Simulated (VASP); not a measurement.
Input of a VASP 6.6.1 run:

Contents of INCAR:

```
PREC = Accurate ; ENCUT = 520
EDIFF = 1E-6 ; ISMEAR = 0
SIGMA = 0.15 ; LREAL = False
LASPH = True ; NELM = 60
ALGO = Normal ; ISIF = 2
LWAVE = False ; LCHARG = False
GGA = PS ; NBANDS = 38
```

File KPOINTS:

```
Automatic mesh
0
Gamma
  12 12 6
```

The input POSCAR:

```
TaSi2
1.0
    4.7609902391      0.0000000000      0.0000000000
   -2.3804951195      4.1231384942      0.0000000000
    0.0000000000      0.0000000000      6.5561430408
Ta Si
3 6
Direct
    0.5032927728      0.0000000000     -0.0003155105
    0.4967072272      0.4967072272      0.6663511561
    0.0000000000      0.5032927728      0.3330178228
    0.1592827538      0.3185655077     -0.0207138119
    0.8373288419      0.1558943496      0.6894132705
    0.6814344923      0.8407172462      0.3126195215
    0.8441056504      0.6814344923      0.0227466038
    0.1592827538      0.8407172462      0.6459528548
    0.3185655077      0.1626711581      0.3560799372
```

Potentials or basis: VASP PAW PBE potentials, release 64 (Ta_pv, Si).

Launch:

```console
$ cat potpaw_PBE.64/Ta_pv/POTCAR potpaw_PBE.64/Si/POTCAR > POTCAR
$ mpirun -np 1 vasp_std > vasp.out
```

Problem. Predict the pressure.

Solution. 3.9 GPa.

Problem. Predict the largest force.

Solution. 2.447 eV/Å.

Stress tensor (GPa, compression positive):
```
1.48 0.00 0.00
0.00 1.48 0.00
0.00 0.00 8.87
```

Caveat: the cell differs from its parent crystal (mode 24 (375.6 1/cm) frozen in, largest displacement -0.150 Å); the PAW data sets were made with another functional, which shifts forces and pressure a little.
